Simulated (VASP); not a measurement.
**Co: single point with PBEsol**

The system is Co.

```
Co
1.0
     2.45642    0.00000    0.00000
    -1.22821    2.12732    0.00000
     0.00000    0.00000    3.96941
Co
2
Cartesian
  0.0876 1.4125 1.0351
  1.1406 0.7148 2.9343
```

This cell differs from its parent crystal: atoms moved at random.

* Program: VASP 6.6.1
* Task: single point
* Functional: PBEsol
* Potentials or basis: VASP PAW PBE potentials, release 64 (Co)
* Cutoff: 520 eV
* k mesh: 18 × 18 × 8
* Occupations: gaussian, width 0.15 eV
* Spin: collinear spin, ferromagnetic start
* Starting moments: [1.8, 1.8] μB
* Dipole correction: no
* Further INCAR settings: ALGO = Fast; EDIFF = 1e-06; NBANDS = 20

```yaml
Pressure: 1.4 GPa
Largest_force: 0.925 eV/Å
Net_moment: 3.16 μB per cell
Site_moments: Co +1.58 μB
Valence_electrons_inside_the_program's_atomic_spheres: Co 8.38
```

Forces in eV/Å, atoms in the order of the input:
```
Co  -0.513  0.072 -0.767
Co   0.513 -0.072  0.767
```

Stress tensor (GPa, compression positive):
```
 0.25 -3.79  2.25
-3.79  0.40 -0.41
 2.25 -0.41  3.66
```

Levels at points of the mesh, in eV from the Fermi level:
Spin up:
| k point | band 6 | band 7 | band 8 | band 9 | band 10 | band 11 | band 12 | band 13 | band 14 | band 15 |
| --- | --- | --- | --- | --- | --- | --- | --- | --- | --- | --- |
| (0.00, 0.00, 0.00) | -2.42 | -2.27 | -2.11 | -1.68 | -1.10 | -0.50 | -0.16 | 6.68 | 22.12 | 24.73 |
| (0.50, 0.00, 0.00) | -2.23 | -2.21 | -0.57 | -0.56 | -0.42 | 0.96 | 3.98 | 9.15 | 10.11 | 13.48 |
| (0.00, 0.50, 0.00) | -2.55 | -2.32 | -0.67 | -0.62 | -0.46 | 1.35 | 3.54 | 9.74 | 10.82 | 13.03 |
| (0.50, 0.50, 0.00) | -2.81 | -2.28 | -0.69 | -0.64 | -0.41 | 1.87 | 2.97 | 10.54 | 11.75 | 12.35 |
| (0.00, 0.00, 0.50) | -2.77 | -2.71 | -2.59 | -1.33 | -1.14 | -1.02 | -1.00 | 14.82 | 16.13 | 22.92 |
| (0.50, 0.00, 0.50) | -1.66 | -1.36 | -1.27 | -0.53 | -0.50 | 1.88 | 2.27 | 7.00 | 7.41 | 18.51 |
| (0.00, 0.50, 0.50) | -1.65 | -1.06 | -0.95 | -0.56 | -0.49 | 1.47 | 1.80 | 7.40 | 7.75 | 18.27 |
| (0.50, 0.50, 0.50) | -1.64 | -0.75 | -0.63 | -0.59 | -0.50 | 1.03 | 1.26 | 7.80 | 8.03 | 18.52 |
Spin down:
```
           k point  band 3  band 4  band 5  band 6  band 7  band 8  band 9  band 10  band 11  band 12
(0.00, 0.00, 0.00)   -1.35   -1.17   -1.01   -0.81   -0.67   -0.42   -0.08     0.15     0.76     1.30
(0.50, 0.00, 0.00)   -3.71   -1.78   -1.39   -0.68   -0.59    1.26    1.28     1.36     2.27     4.94
(0.00, 0.50, 0.00)   -3.52   -1.94   -1.32   -1.03   -0.80    1.20    1.21     1.36     2.60     4.52
(0.50, 0.50, 0.00)   -3.25   -2.14   -1.67   -1.16   -0.84    1.13    1.29     1.43     3.05     3.99
(0.00, 0.00, 0.50)   -2.00   -1.52   -1.21   -1.21   -1.11   -1.04    0.43     0.72     0.75     0.83
(0.50, 0.00, 0.50)   -2.86   -2.49   -0.51   -0.15    0.01    0.21    1.30     1.30     2.55     3.00
(0.00, 0.50, 0.50)   -2.84   -2.50   -0.38   -0.02    0.27    0.45    1.27     1.32     2.12     2.52
(0.50, 0.50, 0.50)   -2.78   -2.40   -0.28    0.13    0.47    0.67    1.24     1.33     1.63     1.97
```

Wall time 6.5 min on 4 MPI ranks on Oxide Virtual Turin-like Processor (shared host), peak memory 0.71 GiB a rank.

Caveat: the cell differs from its parent crystal (atoms moved at random); the PAW data sets were made with another functional, which shifts forces and pressure a little.
